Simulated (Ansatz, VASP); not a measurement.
# Two plane-wave programs on CdSe

Contents of POSCAR:

```
CdSe
1.0
    0.0000000000      3.0678017004      3.0678017004
    3.0678017004      0.0000000000      3.0678017004
    3.0678017004      3.0678017004      0.0000000000
Cd Se
1 1
Direct
    0.0000000000      0.0000000000      0.0000000000
    0.7500000000      0.7500000000      0.7500000000
```

Contents of INCAR.step1:

```
PREC = Accurate ; ENCUT = 520
EDIFF = 1E-5 ; ISMEAR = 0
SIGMA = 0.01 ; LREAL = F
LASPH = T ; NELM = 60
ALGO = Normal ; ISIF = 2
LWAVE = T ; NBANDS = 16
GGA = PE
```

INCAR.step2

```
PREC = Accurate ; ENCUT = 520
EDIFF = 1E-6 ; ISMEAR = 0
SIGMA = 0.01 ; LREAL = F
LASPH = T ; NELM = 60
ALGO = Normal ; ISIF = 2
LWAVE = F ; LCHARG = T
GGA = PE ; LHFCALC = T
HFSCREEN = 0.2079 ; PRECFOCK = Normal
LELF = T ; LVHAR = T
NBANDS = 16 ; ISTART = 1
```

Contents of KPOINTS:

```
regular mesh
0
Gamma
  4 4 4
```

Input for Ansatz:

```yaml
crystal:
  lattice:
    - [0.0, 3.0678017004, 3.0678017004]
    - [3.0678017004, 0.0, 3.0678017004]
    - [3.0678017004, 3.0678017004, 0.0]
  atoms:
    - { symbol: Cd, position: [0.0, 0.0, 0.0] }
    - { symbol: Se, position: [0.75, 0.75, 0.75] }
kpoints:
  mp_grid: { grid: [4, 4, 4] }
hamiltonian:
  xc: hse06
scf:
  occupations: { method: fixed }
  n_extra_bands: 4
output:
  forces: true
  stress: true
  eigenvalues: true
  write_density: true
  write_potential: true
  elf: true
  volumetric_format: npy
```

Alike in both runs: task single point; functional HSE06; k mesh 4 × 4 × 4; no spin polarisation.

```csv
,VASP,Ansatz
version,VASP 6.6.1,Ansatz 0.2.0
potentials or method,"VASP PAW PBE potentials, release 64 (Cd, Se)","plane waves, PAW"
plane-wave cutoff (eV),520,420
occupations,"gaussian, width 0.01 eV",fixed
valence electrons in the cell,18,36
```

```tsv
	VASP	Ansatz	Ansatz less VASP
gap on the k mesh at the Fermi level (eV)	1.50	1.50	-0.003
pressure (GPa)	0.5	0.4	-0.16
```

VASP's potentials hold 18 valence electrons a cell and Ansatz's 36, so a difference there can come from the potentials and not from the codes. Ansatz's warnings: stress exchange threshold loose, stress scf threshold loose.

The k mesh is coarse, so the values compare programs but aren't converged.
